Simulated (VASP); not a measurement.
Set up this calculation in VASP 6.6.1, as the native input.

```yaml
Task: density of states
Functional: PBE
Potentials_or_basis: VASP PAW PBE potentials, release 64 (Fe)
Cutoff: 520 eV
k_mesh: 20 × 20 × 20
Occupations: gaussian, width 0.05 eV
Spin: collinear spin, ferromagnetic start
Starting_moments: "[2.92] μB"
Dipole_correction: no
k_mesh_for_the_DOS: 30 × 30 × 30
Occupations_for_the_DOS: tetrahedron
Further_INCAR_settings: ALGO = Normal; EDIFF = 1e-06
```

Fe:

```
Fe
1.0
     0.00000    1.82017    1.82017
     1.82017    0.00000    1.82017
     1.82017    1.82017    0.00000
Fe
1
Direct
  0.00000 0.00000 0.00000
```

The input as run:

POSCAR

```
Fe
1.0
    0.0000000000      1.8201710229      1.8201710229
    1.8201710229      0.0000000000      1.8201710229
    1.8201710229      1.8201710229      0.0000000000
Fe
1
Direct
    0.0000000000      0.0000000000      0.0000000000
```

INCAR.step1

```
  PREC = Accurate
  ENCUT = 520
  EDIFF = 1E-6
  ISMEAR = 0
  SIGMA = 0.05
  LREAL = False
  LASPH = True
  NELM = 150
  ALGO = Normal
  ISIF = 2
  LWAVE = False
  LCHARG = True
  ISPIN = 2
  MAGMOM = 2.92
  LMAXMIX = 4
  GGA = PE
  NBANDS = 14
```

KPOINTS.step1

```
Automatic mesh
0
Gamma
  20 20 20
```

INCAR.step2

```
  PREC = Accurate
  ENCUT = 520
  EDIFF = 1E-6
  ISMEAR = -5
  SIGMA = 0.05
  LREAL = False
  LASPH = True
  NELM = 150
  ALGO = Normal
  ISIF = 2
  LWAVE = False
  LCHARG = False
  ISPIN = 2
  MAGMOM = 2.92
  LORBIT = 11
  LMAXMIX = 4
  GGA = PE
  NEDOS = 2001
  ICHARG = 11
```

KPOINTS.step2

```
Automatic mesh
0
Gamma
  30 30 30
```

Potentials or basis: VASP PAW PBE potentials, release 64 (Fe).

Command:

```console
$ cat potpaw_PBE.64/Fe/POTCAR > POTCAR
$ cp INCAR.step1 INCAR
$ cp KPOINTS.step1 KPOINTS
$ mpirun -np 1 vasp_std > vasp.out
$ cp INCAR.step2 INCAR
$ cp KPOINTS.step2 KPOINTS
$ mpirun -np 1 vasp_std > vasp.out
```

It gave:

* Net moment: 2.61 μB per cell
* Site moments: Fe +2.58 μB
* Valence electrons inside the program's atomic spheres: Fe 7.15

It took 2.4 min on 1 thread of Intel(R) Xeon(R) Platinum 8259CL CPU @ 2.50GHz (Skylake/Cascade Lake) (shared host), peak memory 0.25 GiB.
